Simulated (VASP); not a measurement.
# C (P-1) in VASP: further runs

The runs below take C through single point, with r2SCAN.

All numbers are computed with VASP 6.6.1; they aren't measurements. Logs are shortened: lines on timing, memory, paths and dates and some standing lists are left out, and cuts for length are marked.

## 1. The cell of the first run

The typed cell holds 2 atoms: a = 4.148 Å, b = 3.767 Å, c = 2.456 Å, α = 80.62°, β = 63.64°, γ = 35.74°.

## 2. Single point, r2SCAN (atom 1 (C) moved by (-0.100, -0.100) A along [1 1 0] and z)

POSCAR reads:

```
C
1.0
    0.0000000000      2.1267565396      3.5617636613
    1.2279212041      0.0000000000      3.5617636613
    1.2279212041      2.1267565396      0.0000000000
C
2
Direct
    0.1648347136      0.8070893079      0.1353250117
    0.8332960723      0.1667039277      0.8332960723
```

INCAR.step1 reads:

```
PREC     = Accurate       # precision mode
ENCUT    = 520            # plane-wave cutoff, eV
ISMEAR   = 0              # smearing method
SIGMA    = 0.05           # smearing width, eV
LREAL    = False          # projectors in reciprocal space
LASPH    = True           # aspherical terms in the spheres
NELM     = 80             # most SCF steps
NBANDS   = 11             # bands
GGA      = PE             # functional
ALGO     = Normal         # electronic algorithm
EDIFF    = 1E-4           # SCF threshold, eV
LWAVE    = True           # write WAVECAR
LCHARG   = False          # write CHGCAR
```

INCAR.step2 reads:

```
PREC     = Accurate       # precision mode
ENCUT    = 520            # plane-wave cutoff, eV
EDIFF    = 1E-6           # SCF threshold, eV
ISMEAR   = 0              # smearing method
SIGMA    = 0.05           # smearing width, eV
LREAL    = False          # projectors in reciprocal space
LASPH    = True           # aspherical terms in the spheres
NELM     = 80             # most SCF steps
ALGO     = Normal         # electronic algorithm
ISIF     = 2              # what is computed and relaxed
LWAVE    = False          # write WAVECAR
LCHARG   = True           # write CHGCAR
METAGGA  = R2SCAN         # meta-GGA
LMIXTAU  = True         
LELF     = True           # ELF
LVHAR    = True         
NBANDS   = 11             # bands
ISTART   = 1
```

KPOINTS reads:

```
regular mesh
0
Gamma
  14 14 14
```

Potentials or basis: VASP PAW PBE potentials, release 64 (C).

Run with:

```bash
$ cat potpaw_PBE.64/C/POTCAR > POTCAR
$ cp INCAR.step1 INCAR
$ mpirun -np 1 vasp_std > vasp.out
$ cp INCAR.step2 INCAR
$ mpirun -np 1 vasp_std > vasp.out
```

OUTCAR:

```text
PREC = Accurate
   ENCUT = 520
   EDIFF = 1E-6
   ISMEAR = 0
   LREAL = False
   LASPH = True
   NELM = 80
   ISIF = 2
   METAGGA = R2SCAN
   ISTART = 1

 ion  position               nearest neighbor table
   1  0.165  0.807  0.135-   2 1.35   2 1.40   2 1.52
   2  0.833  0.167  0.833-   1 1.35   1 1.40   1 1.52

  LATTYP: Found a face centered orthorhombic cell.
 ALAT       =     2.4558424082
 B/A-ratio  =     1.7319975683
 C/A-ratio  =     2.9006451305

  Lattice vectors:

 A1 = (   0.0000000000,   2.1267565396,   3.5617636613)
 A2 = (   1.2279212041,   0.0000000000,   3.5617636613)
 A3 = (   1.2279212041,   2.1267565396,   0.0000000000)

Analysis of symmetry for initial positions (statically):
=====================================================================
 Subroutine PRICEL returns:
 Original cell was already a primitive cell.

 Routine SETGRP: Setting up the symmetry group for a
 face centered orthorhombic supercell.

 Subroutine GETGRP returns: Found  2 space group operations
 (whereof  1 operations were pure point group operations)
 out of a pool of  8 trial point group operations.

The static configuration has the point symmetry C_1 .
 The point group associated with its full space group is S_2 .

Analysis of symmetry for dynamics (positions and initial velocities):
=====================================================================
 Subroutine PRICEL returns:
 Original cell was already a primitive cell.

 Routine SETGRP: Setting up the symmetry group for a
 face centered orthorhombic supercell.

 Subroutine GETGRP returns: Found  2 space group operations
 (whereof  1 operations were pure point group operations)
 out of a pool of  8 trial point group operations.

The dynamic configuration has the point symmetry C_1 .
 The point group associated with its full space group is S_2 .

 Subroutine INISYM returns: Found  2 space group operations
 (whereof  1 operations are pure point group operations),
 and found     1 'primitive' translations

----------------------------------------------------------------------------------------

                                     Primitive cell

  volume of cell :      18.6030

  direct lattice vectors                    reciprocal lattice vectors
     0.000000000  2.126756540  3.561763661    -0.407192252  0.235099783  0.140379893
     1.227921204  0.000000000  3.561763661     0.407192252 -0.235099783  0.140379893
     1.227921204  2.126756540  0.000000000     0.407192252  0.235099783 -0.140379893

  length of vectors
     4.148403760  3.767486014  2.455785793     0.490697414  0.490697414  0.490697414

  position of ions in fractional coordinates (direct lattice)
     0.164834714  0.807089308  0.135325012
     0.833296072  0.166703928  0.833296072

  ion indices of the primitive-cell ions
   primitive index   ion index
                 1           1
                 2           2

----------------------------------------------------------------------------------------

 KPOINTS: regular mesh

Automatic generation of k-mesh.
 Grid dimensions read from file:
 generate k-points for:   14   14   14

 Generating k-lattice:

  Cartesian coordinates                     Fractional coordinates (reciprocal lattice)
    -0.029085161  0.016792842  0.010027135     0.071428571  0.000000000  0.000000000
     0.029085161 -0.016792842  0.010027135     0.000000000  0.071428571  0.000000000
     0.029085161  0.016792842 -0.010027135     0.000000000  0.000000000  0.071428571

  Length of vectors
     0.035049815  0.035049815  0.035049815

  Shift w.r.t. Gamma in fractional coordinates (k-lattice)
     0.000000000  0.000000000  0.000000000

 Subroutine IBZKPT returns following result:
 ===========================================

 Found   1376 irreducible k-points:

 Following reciprocal coordinates:
            Coordinates               Weight
  0.000000  0.000000  0.000000      1.000000
  0.071429  0.000000 -0.000000      2.000000
 -0.071429 -0.071429 -0.071429      2.000000
 -0.000000  0.000000  0.071429      2.000000
  0.000000  0.071429  0.000000      2.000000
  0.142857 -0.000000 -0.000000      2.000000
[... 16 lines left out ...]
 -0.428571 -0.428571 -0.428571      2.000000
 -0.000000 -0.000000  0.428571      2.000000
 [... further k-points ...]
   k-points           NKPTS =   1376   k-points in BZ     NKDIM =   1376   number of bands    NBANDS=     11
   number of dos      NEDOS =    301   number of ions     NIONS =      2
   total plane-waves  NPLWV =  16128
   dimension x,y,z NGX =    32 NGY =   28 NGZ =   18
   dimension x,y,z NGXF=    64 NGYF=   56 NGZF=   36
   ions per type =               2
   NGX,Y,Z   is equivalent  to a cutoff of  12.82, 12.36, 12.19 a.u.
   NGXF,Y,Z  is equivalent  to a cutoff of  25.65, 24.71, 24.37 a.u.
 SYSTEM =  unknown system
   PREC   = accura    normal or accurate (medium, high low for compatibility)
   ISTART =      1    job   : 0-new  1-cont  2-samecut
   ICHARG =      0    charge: 1-file 2-atom 10-const
   ISPIN  =      1    spin polarized calculation?
   LNONCOLLINEAR =      F non collinear calculations
   LSORBIT =      F    spin-orbit coupling
   LASPH  =      T    aspherical Exc in radial PAW
   ENCUT  =  520.0 eV  38.22 Ry    6.18 a.u.   7.71  7.01  4.57*2*pi/ulx,y,z
   NELM   =     80;   NELMIN=  2; NELMDL=  0     # of ELM steps
   EDIFF  = 0.1E-05   stopping-criterion for ELM
   LREAL  =      F    real-space projection
   EDIFFG = 0.1E-04   stopping-criterion for IOM
   NSW    =      0    number of steps for IOM
   IBRION =     -1    ionic relax: 0-MD 1-quasi-New 2-CG
   NFREE  =      0    steps in history (QN), initial steepest desc. (CG)
   ISIF   =      2    stress and relaxation
   ISYM   =      2    0-nonsym 1-usesym 2-fastsym
   POTIM  = 0.5000    time-step for ionic-motion
   TEBEG  =    0.0;   TEEND  =   0.0 temperature during run
   PSTRESS=    0.0 pullay stress
   NELECT =       8.0000    total number of electrons
   NUPDOWN=      -1.0000    fix difference up-down
   EMIN   =  10.00;   EMAX   =-10.00  energy-range for DOS
   EFERMI =   0.00;   METHOD = LEGACY
   ISMEAR =     0;   SIGMA  =   0.05  broadening in eV -4-tet -1-fermi 0-gaus
   EFERMI_NEDOS =   21; number of points for ismear=-14 and -15
   IALGO  =     38    algorithm
   IMIX   =      4    mixing-type and parameters
     AMIX     =   0.40;   BMIX     =  1.00
     AMIX_MAG =   1.60;   BMIX_MAG =  1.00
  volume/ion in A,a.u.               =       9.30        62.77
  Fermi-wavevector in a.u.,A,eV,Ry     =   1.235692  2.335120 20.775221  1.526936
  Thomas-Fermi vector in A             =   2.370331
   LORBIT       =      0    0 simple, 1 ext, 2 COOP (PROOUT), +10 PAW based schemes
   METAGGA = R2SCAN    functional components
   LHFCALC =     F    Hartree Fock is set to
   AEXX    =    0.0000 exact exchange contribution
   IVDW    =     0    specifies the selected vdW correction
   LEPSILON=     F    determine dielectric tensor
   LRPA    =     F    only Hartree local field effects (RPA)
 non-spin polarized calculation
 Gauss-broadening in eV      SIGMA  =   0.05
  energy-cutoff  :      520.00
  volume of cell :       18.60
 maximum number of plane-waves:       522
   NGX = 15   NGY = 13   NGZ =  9

 number of electron       8.0000000 magnetization

 Free energy of the ion-electron system (eV)
  ---------------------------------------------------
  ext. energy  EPLUGINS =         0.00000000
  ---------------------------------------------------
  free energy    TOTEN  =       -19.52993891 eV

  energy without entropy =      -19.52993891  energy(sigma->0) =      -19.52993891

 E-fermi :   4.1074     XC(G=0): -10.7205

 val. band max:        3.9303060662   @ k =   0.4286  -0.2143   0.3571
 cond. band min:       4.2850373058   @ k =   0.0714   0.4286   0.3571
 fundamental gap:      0.3547312396
 Fermi energy:         4.1074254001

 k-point     1 :       0.0000    0.0000    0.0000
  band No.  band energies     occupation
      1     -16.7468      2.00000
      2      -3.1665      2.00000
      3      -0.4857      2.00000
      4       2.7370      2.00000
      5       7.9285      0.00000
      6      10.9138      0.00000
      7      14.9349      0.00000
      8      16.8301      0.00000
      9      17.4856      0.00000
     10      28.1106      0.00000
     11      28.7894      0.00000

 k-point     2 :       0.0714    0.0000   -0.0000
  band No.  band energies     occupation
      1     -16.6166      2.00000
      2      -3.0406      2.00000
      3      -0.8503      2.00000
      4       2.2975      2.00000
      5       8.1281      0.00000
      6      11.2034      0.00000
      7      15.2649      0.00000
      8      16.3398      0.00000
      9      17.7269      0.00000
     10      28.2562      0.00000
     11      28.5287      0.00000

 k-point     3 :      -0.0714   -0.0714   -0.0714
  band No.  band energies     occupation
      1     -16.6147      2.00000
      2      -3.0473      2.00000
      3      -0.6823      2.00000
      4       2.0373      2.00000
      5       8.1163      0.00000
      6      11.2529      0.00000
      7      15.4084      0.00000
      8      16.4239      0.00000
      9      17.6518      0.00000
     10      27.9737      0.00000
     11      28.5372      0.00000

 k-point     4 :      -0.0000    0.0000    0.0714
  band No.  band energies     occupation
      1     -16.6147      2.00000
      2      -3.0475      2.00000
      3      -0.6824      2.00000
      4       2.0360      2.00000
      5       8.1233      0.00000
      6      11.2536      0.00000
      7      15.4093      0.00000
      8      16.4086      0.00000
      9      17.6517      0.00000
     10      28.0130      0.00000
     11      28.5464      0.00000

 k-point     5 :       0.0000    0.0714    0.0000
  band No.  band energies     occupation
      1     -16.6166      2.00000
      2      -3.0405      2.00000
      3      -0.8510      2.00000
      4       2.2984      2.00000
      5       8.1270      0.00000
      6      11.2040      0.00000
      7      15.2733      0.00000
      8      16.3341      0.00000
      9      17.7277      0.00000
     10      28.2310      0.00000
     11      28.5559      0.00000
[... 211 lines left out ...]
 k-point    21 :       0.0000    0.3571    0.0000
  band No.  band energies     occupation
      1     -13.5703      2.00000
      2      -6.9823      2.00000
      3      -1.6089      2.00000
      4      -0.0636      2.00000
      5       8.4240      0.00000
      6      11.7098      0.00000
      7      13.0830      0.00000
      8      21.0016      0.00000
      9      22.3924      0.00000
     10      23.2163      0.00000
     11      27.2877      0.00000

 k-point    22 :       0.4286    0.0000   -0.0000
  band No.  band energies     occupation
      1     -12.2513      2.00000
      2      -8.7899      2.00000
      3      -2.0455      2.00000
      4       1.1626      2.00000
      5       6.3424      0.00000
      6      11.6106      0.00000
      7      15.4092      0.00000
      8      19.4562      0.00000
      9      23.6574      0.00000
     10      24.1400      0.00000
     11      26.9978      0.00000

 k-point    23 :      -0.4286   -0.4286   -0.4286
  band No.  band energies     occupation
      1     -12.3026      2.00000
      2      -8.0146      2.00000
      3      -3.1912      2.00000
      4       0.5875      2.00000
      5       7.4213      0.00000
      6      11.6972      0.00000
      7      15.6262      0.00000
      8      19.3850      0.00000
      9      23.0117      0.00000
     10      24.7448      0.00000
     11      25.6688      0.00000

 k-point    24 :      -0.0000   -0.0000    0.4286
  band No.  band energies     occupation
      1     -12.3018      2.00000
      2      -8.0146      2.00000
      3      -3.1907      2.00000
      4       0.5043      2.00000
      5       7.8761      0.00000
      6      11.6824      0.00000
      7      14.7760      0.00000
      8      19.3109      0.00000
      9      22.6202      0.00000
     10      24.8757      0.00000
     11      27.5646      0.00000

 [... further k-points ...]

------------------------ aborting loop because EDIFF is reached ----------------------------------------

  FORCE on cell =-STRESS in cart. coord.  units (eV):
  Direction    XX          YY          ZZ          XY          YZ          ZX
  --------------------------------------------------------------------------------------
  -------------------------------------------------------------------------------------
  Total        0.0297214      1.5535121     -0.1763484     -0.6385837     -0.3848755     -0.3209371
  in kB        2.5597412    133.7956093    -15.1879366    -54.9977668    -33.1472507    -27.6405772
  external PRESSURE =      40.3891380 kB  Pullay stress =       0.0000000 kB

 VOLUME and BASIS-vectors are now :
 -----------------------------------------------------------------------------
  energy-cutoff  :      520.00
  volume of cell :       18.60
      direct lattice vectors                 reciprocal lattice vectors
     0.000000000  2.126756540  3.561763661    -0.407192252  0.235099783  0.140379893
     1.227921204  0.000000000  3.561763661     0.407192252 -0.235099783  0.140379893
     1.227921204  2.126756540  0.000000000     0.407192252  0.235099783 -0.140379893

 POSITION                                       TOTAL-FORCE (eV/Angst)
 -----------------------------------------------------------------------------------
      1.15721      0.63837      3.46176         3.207887      3.863129      1.629086
      1.22792      3.54444      3.56176        -3.207887     -3.863129     -1.629086
 -----------------------------------------------------------------------------------
    total drift:                                0.000004      0.000003     -0.000005

  FREE ENERGIE OF THE ION-ELECTRON SYSTEM (eV)
  ---------------------------------------------------
  free  energy   TOTEN  =       -19.5299389091 eV

  energy  without entropy=      -19.5299389089  energy(sigma->0) =      -19.52993891
```

It took 19 min on 1 thread of AMD EPYC 7R13 (Zen 3), shared host; peak memory 0.3 GiB.

Results:

```yaml
Free_energy: -19.5299 eV
Pressure: 4.0 GPa
Largest_force: 5.279 eV/Å
Band_gap_on_the_k_mesh: 0.35 eV, indirect (least direct gap 0.67 eV)
```

Forces on the atoms (eV/Å):
```
C    3.208  3.863  1.629
C   -3.208 -3.863 -1.629
```

Stress tensor (GPa, compression positive):
```
 0.26 -5.50 -2.76
-5.50 13.38 -3.31
-2.76 -3.31 -1.52
```

Caveat: the cell differs from its parent crystal (atom 1 (C) moved by (-0.100, -0.100) A along [1 1 0] and z); the PAW data sets were made with another functional, which shifts forces and pressure a little.

(Part 1 of 2 ends here.)
